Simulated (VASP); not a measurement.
Wanted: the native input for a VASP 6.6.1 run.

```
Task                   : single point
Functional             : PBE
Dispersion             : D3(BJ)
Potentials or basis    : VASP PAW PBE potentials, release 64 (Sn_d, Se)
Cutoff                 : 520 eV
k mesh                 : 12 × 12 × 6
Occupations            : gaussian, width 0.03 eV
Spin                   : no spin polarisation
Dipole correction      : no
Further INCAR settings : ALGO = Normal; EDIFF = 1e-06; NBANDS = 20
```

The structure of SnSe2 lies in POSCAR:

```
SnSe2
1.0
    3.8390485965      0.0000000000      0.0000000000
   -1.9195242983      3.3247136110      0.0000000000
    0.0000000000      0.0000000000      6.0116311009
Sn Se
1 2
Direct
    0.0000000000      0.0000000000      0.0000000000
    0.3333333333      0.6666666667      0.2651529964
    0.6666666667      0.3333333333      0.7348470036
```

One way to write it, as run:

INCAR

```
ALGO = Normal
EDIFF = 1E-6
ENCUT = 520
GGA = PE
ISIF = 2
ISMEAR = 0
IVDW = 12
LASPH = T
LCHARG = F
LREAL = F
LWAVE = F
NBANDS = 20
NELM = 100
PREC = Accurate
SIGMA = 0.03
```

KPOINTS

```
k-points
0
Gamma
  12 12 6
```

Potentials or basis: VASP PAW PBE potentials, release 64 (Sn_d, Se).

Command:

```console
$ cat potpaw_PBE.64/Sn_d/POTCAR potpaw_PBE.64/Se/POTCAR > POTCAR
$ mpirun -np 1 vasp_std > vasp.out
```

Results of the run:

* Pressure: 0.1 GPa
* Largest force: 0.013 eV/Å
* Band gap on the k mesh: 0.35 eV, indirect (least direct gap 0.82 eV)
* Dispersion energy per atom: -0.364 eV

Caveat: spin-orbit coupling is left out, which moves the levels of the heavy elements.

It took 4.4 min on 1 thread of AMD EPYC 7R13 Processor (Zen 3), with other jobs on the host, peak memory 0.27 GiB.
